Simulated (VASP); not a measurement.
# BaZrO3 (kl) (Pm-3m) in VASP: notebook, part 2 of 2

VASP 6.6.1. The steps go on from the part before.

## Step 3: Single point, LDA

INCAR reads:

```
SYSTEM = BaZrO3
PREC     = Accurate       ! precision mode
ENCUT    = 600            ! plane-wave cutoff, eV
EDIFF    = 1E-6           ! SCF threshold, eV
ISMEAR   = 0              ! smearing method
SIGMA    = 0.02           ! smearing width, eV
LREAL    = .False.        ! projectors in reciprocal space
LASPH    = .True.         ! aspherical terms in the spheres
NELM     = 120            ! most SCF steps
ALGO     = Normal         ! electronic algorithm
ISIF     = 2              ! what is computed and relaxed
LWAVE    = .False.        ! write WAVECAR
LCHARG   = .False.        ! write CHGCAR
GGA      = CA             ! functional
NBANDS   = 28             ! bands
GGA_COMPAT= .False.
```

KPOINTS reads:

```
regular mesh
0
Gamma
  6 6 6
  0 0 0
```

POSCAR reads:

```
BaZrO3
1.0
    4.1475220532      0.0000000000      0.0000000000
    0.0000000000      4.1475220532      0.0000000000
    0.0000000000      0.0000000000      4.1475220532
Ba Zr O
1 1 3
Direct
    0.0000000000      0.0000000000      0.0000000000
    0.5000000000      0.5000000000      0.5000000000
    0.5000000000      0.0000000000      0.5000000000
    0.5000000000      0.5000000000      0.0000000000
    0.0000000000      0.5000000000      0.5000000000
```

Potentials or basis: VASP PAW LDA potentials, release 64 (Ba_sv, Zr_sv, O).

The run is started by

```bash
$ cat potpaw_LDA.64/Ba_sv/POTCAR potpaw_LDA.64/Zr_sv/POTCAR potpaw_LDA.64/O/POTCAR > POTCAR
$ mpirun -np 1 vasp_std > vasp.out
```

OUTCAR:

```text
SYSTEM = BaZrO3
   PREC = Accurate
   ENCUT = 600
   EDIFF = 1E-6
   ISMEAR = 0
   LREAL = .False.
   LASPH = .True.
   NELM = 120
   ISIF = 2
   GGA = CA

 ion  position               nearest neighbor table
   1  0.000  0.000  0.000-   3 2.93   4 2.93   5 2.93   3 2.93   5 2.93   4 2.93   5 2.93   5 2.93
                             3 2.93   4 2.93   3 2.93   4 2.93   2 3.59   2 3.59   2 3.59   2 3.59
   2  0.500  0.500  0.500-   3 2.07   4 2.07   5 2.07   4 2.07   3 2.07   5 2.07   1 3.59   1 3.59
                             1 3.59   1 3.59   1 3.59   1 3.59   1 3.59   1 3.59
   3  0.500  0.000  0.500-   2 2.07   2 2.07   1 2.93   1 2.93   1 2.93   1 2.93
   4  0.500  0.500  0.000-   2 2.07   2 2.07   1 2.93   1 2.93   1 2.93   1 2.93
   5  0.000  0.500  0.500-   2 2.07   2 2.07   1 2.93   1 2.93   1 2.93   1 2.93

  LATTYP: Found a simple cubic cell.
 ALAT       =     4.1475220532

  Lattice vectors:

 A1 = (   4.1475220532,   0.0000000000,   0.0000000000)
 A2 = (   0.0000000000,   4.1475220532,   0.0000000000)
 A3 = (   0.0000000000,   0.0000000000,   4.1475220532)

Analysis of symmetry for initial positions (statically):
=====================================================================
 Subroutine PRICEL returns:
 Original cell was already a primitive cell.

 Routine SETGRP: Setting up the symmetry group for a
 simple cubic supercell.

 Subroutine GETGRP returns: Found 48 space group operations
 (whereof 48 operations were pure point group operations)
 out of a pool of 48 trial point group operations.

The static configuration has the point symmetry O_h .

Analysis of symmetry for dynamics (positions and initial velocities):
=====================================================================
 Subroutine PRICEL returns:
 Original cell was already a primitive cell.

 Routine SETGRP: Setting up the symmetry group for a
 simple cubic supercell.

[... 123 lines left out ...]
   IMIX   =      4    mixing-type and parameters
     AMIX     =   0.40;   BMIX     =  1.00
     AMIX_MAG =   1.60;   BMIX_MAG =  1.00
  volume/ion in A,a.u.               =      14.27        96.29
  Fermi-wavevector in a.u.,A,eV,Ry     =   1.349914  2.550968 24.793461  1.822268
  Thomas-Fermi vector in A             =   2.477462
   LORBIT       =      0    0 simple, 1 ext, 2 COOP (PROOUT), +10 PAW based schemes
   GGA     = CA    functional components
   LHFCALC =     F    Hartree Fock is set to
   AEXX    =    0.0000 exact exchange contribution
   IVDW    =     0    specifies the selected vdW correction
   LEPSILON=     F    determine dielectric tensor
   LRPA    =     F    only Hartree local field effects (RPA)
 non-spin polarized calculation
 Gauss-broadening in eV      SIGMA  =   0.02
  energy-cutoff  :      600.00
  volume of cell :       71.35
 maximum number of plane-waves:      2408
 NGX is ok and might be reduce to    36
   NGX = 17   NGY = 17   NGZ = 17

 number of electron      39.9999990 magnetization

 Free energy of the ion-electron system (eV)
  ---------------------------------------------------
  ext. energy  EPLUGINS =         0.00000000
  ---------------------------------------------------
  free energy    TOTEN  =       -45.74521539 eV

  energy without entropy =      -45.74521539  energy(sigma->0) =      -45.74521539

 E-fermi :   3.9597     XC(G=0): -11.3936

 val. band max:        3.7009476871   @ k =   0.5000   0.5000   0.5000
 cond. band min:       6.8341863880   @ k =   0.0000   0.0000   0.0000
 fundamental gap:      3.1332387009
 Fermi energy:         3.9596911983

 k-point     1 :       0.0000    0.0000    0.0000
  band No.  band energies     occupation
      1     -42.7663      2.00000
      2     -21.3418      2.00000
      3     -21.1511      2.00000
      4     -21.1511      2.00000
      5     -21.1511      2.00000
      6     -12.4086      2.00000
[... 609 lines left out ...]
     27      13.0854      0.00000
     28      13.0854      0.00000

------------------------ aborting loop because EDIFF is reached ----------------------------------------

  FORCE on cell =-STRESS in cart. coord.  units (eV):
  Direction    XX          YY          ZZ          XY          YZ          ZX
  --------------------------------------------------------------------------------------
  -------------------------------------------------------------------------------------
  Total        0.5908334      0.5908334      0.5908334      0.0000000     -0.0000000      0.0000000
  in kB       13.2681234     13.2681234     13.2681234      0.0000000     -0.0000000      0.0000000
  external PRESSURE =      13.2681234 kB  Pullay stress =       0.0000000 kB

 VOLUME and BASIS-vectors are now :
 -----------------------------------------------------------------------------
  energy-cutoff  :      600.00
  volume of cell :       71.35
      direct lattice vectors                 reciprocal lattice vectors
     4.147522053  0.000000000  0.000000000     0.241107820  0.000000000  0.000000000
     0.000000000  4.147522053  0.000000000     0.000000000  0.241107820  0.000000000
     0.000000000  0.000000000  4.147522053     0.000000000  0.000000000  0.241107820

 POSITION                                       TOTAL-FORCE (eV/Angst)
 -----------------------------------------------------------------------------------
      0.00000      0.00000      0.00000         0.000000      0.000000      0.000000
      2.07376      2.07376      2.07376         0.000000      0.000000      0.000000
      2.07376      0.00000      2.07376         0.000000      0.000000      0.000000
      2.07376      2.07376      0.00000         0.000000      0.000000      0.000000
      0.00000      2.07376      2.07376         0.000000      0.000000      0.000000
 -----------------------------------------------------------------------------------
    total drift:                                0.000000      0.000000      0.000000

  FREE ENERGIE OF THE ION-ELECTRON SYSTEM (eV)
  ---------------------------------------------------
  free  energy   TOTEN  =       -45.7452153855 eV

  energy  without entropy=      -45.7452153855  energy(sigma->0) =      -45.74521539
```

OSZICAR:

```text
N       E                     dE             d eps       ncg     rms          rms(c)
DAV:   1     0.326435562045E+03    0.32644E+03   -0.23868E+04  1120   0.158E+03
DAV:   2    -0.312200446086E+02   -0.35766E+03   -0.34740E+03  1380   0.370E+02
DAV:   3    -0.523965559975E+02   -0.21177E+02   -0.21085E+02  1728   0.854E+01
DAV:   4    -0.530472712436E+02   -0.65072E+00   -0.64980E+00  1620   0.113E+01
DAV:   5    -0.530556320781E+02   -0.83608E-02   -0.83594E-02  1532   0.113E+00    0.311E+01
DAV:   6    -0.459886380487E+02    0.70670E+01   -0.36157E+01  1320   0.379E+01    0.142E+01
DAV:   7    -0.458098653775E+02    0.17877E+00   -0.27513E+00  1516   0.923E+00    0.860E+00
DAV:   8    -0.457505861394E+02    0.59279E-01   -0.33417E-01  1360   0.400E+00    0.688E-01
DAV:   9    -0.457457201884E+02    0.48660E-02   -0.52145E-02  1544   0.127E+00    0.512E-01
DAV:  10    -0.457455625296E+02    0.15766E-03   -0.13227E-02  1480   0.915E-01    0.238E-01
DAV:  11    -0.457452193071E+02    0.34322E-03   -0.21309E-03  1388   0.384E-01    0.335E-02
DAV:  12    -0.457452178247E+02    0.14823E-05   -0.12437E-04  1440   0.765E-02    0.344E-02
DAV:  13    -0.457452154035E+02    0.24212E-05   -0.11411E-05  1428   0.242E-02    0.328E-03
DAV:  14    -0.457452153855E+02    0.18040E-07   -0.68643E-07   772   0.668E-03
   1 F= -.45745215E+02 E0= -.45745215E+02  d E =-.321380E-76
```

stdout:

```text
POSCAR found type information on POSCAR BaZrO
 POSCAR found :  3 types and       5 ions
 scaLAPACK will be used
 LDA part: xc-table for (Slater(with rela. corr.)+CA(PZ))
 , standard interpolation
 POSCAR, INCAR and KPOINTS ok, starting setup
 FFT: planning ... GRIDC
 FFT: planning ... GRID_SOFT
 FFT: planning ... GRID
 WAVECAR not read
 entering main loop
```

Run time: 46 s. Hardware: 1 thread of Intel Xeon 6975P-C, shared host; peak memory 0.2 GiB.

What came out:

| Quantity | Value |
| --- | --- |
| Free energy | -45.7452 eV |
| Pressure | 1.3 GPa |
| Band gap on the k mesh | 3.13 eV, indirect (least direct gap 3.31 eV) |

Caveat: spin-orbit coupling is left out, which moves the levels of the heavy elements.
